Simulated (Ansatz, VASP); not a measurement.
**One calculation of Na, two programs**

```xyz
1
Lattice="0.0000 2.6131 2.6131 2.6131 0.0000 2.6131 2.6131 2.6131 0.0000" Properties=species:S:1:pos:R:3 pbc="T T T"
Na    0.0000    0.0000    0.0000
```

Alike in both runs: task single point; functional r2SCAN; k mesh 6 × 6 × 6; occupations gaussian, width 0.1 eV; no spin polarisation.

```csv
,VASP,Ansatz
version,VASP 6.6.1,Ansatz 0.2.0
potentials or method,"VASP PAW PBE potentials, release 64 (Na_pv), cutoff 520 eV","scalar-relativistic, plane waves, PAW"
valence electrons in the cell,7,9
```

|  | VASP | Ansatz | Ansatz less VASP |
| --- | --- | --- | --- |
| gap on the k mesh at the Fermi level (eV) | none | none | - |
| pressure (GPa) | 0.5 | 0.5 | -0.02 |

VASP's potentials were made for PBE, not for r2SCAN. A gap of «none» marks a metal or a gap that the smearing closes. VASP's potentials hold 7 valence electrons a cell and Ansatz's 9, so a difference there can come from the potentials and not from the codes.
